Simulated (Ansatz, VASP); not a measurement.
**Si2W in VASP and in Ansatz**

```
W Si
1.0
    -1.60690    1.60690    3.91495
     1.60690   -1.60690    3.91495
     1.60690    1.60690   -3.91495
W Si
1 2
Direct
  0.00000 0.00000 0.00000
  0.66530 0.66530 0.00000
  0.33470 0.33470 0.00000
```

Alike in both runs: task single point; functional PBE; k mesh 12 × 12 × 12; occupations fermi-dirac, width 0.05 eV; no spin polarisation.

|  | VASP | Ansatz |
| --- | --- | --- |
| version | VASP 6.6.1 | Ansatz 0.2.0 |
| potentials or method | VASP PAW PBE potentials, release 64 (W_sv, Si) | Ansatz PAW soft_1 |
| plane-wave cutoff (eV) | 520 | 420 |
| valence electrons in the cell | 22 | 22 |

VASP gave:

```
gap on the k mesh at the Fermi level (eV)                     : none
pressure (GPa)                                                : 3.4
traceless stress, the component that is largest in VASP (GPa) : 0.33
rms of the force components (eV/Å)                            : 0.037
```

Question: Which values does Ansatz return?

Answer: gap on the k mesh at the Fermi level (eV): none; pressure (GPa): 3.3; traceless stress, the component that is largest in VASP (GPa): 0.40; rms of the force components (eV/Å): 0.036.

Atom by atom the forces differ by 0.001 eV/Å (rms over components). A gap of «none» marks a metal or a gap that the smearing closes.

Neither program's run includes spin-orbit coupling.
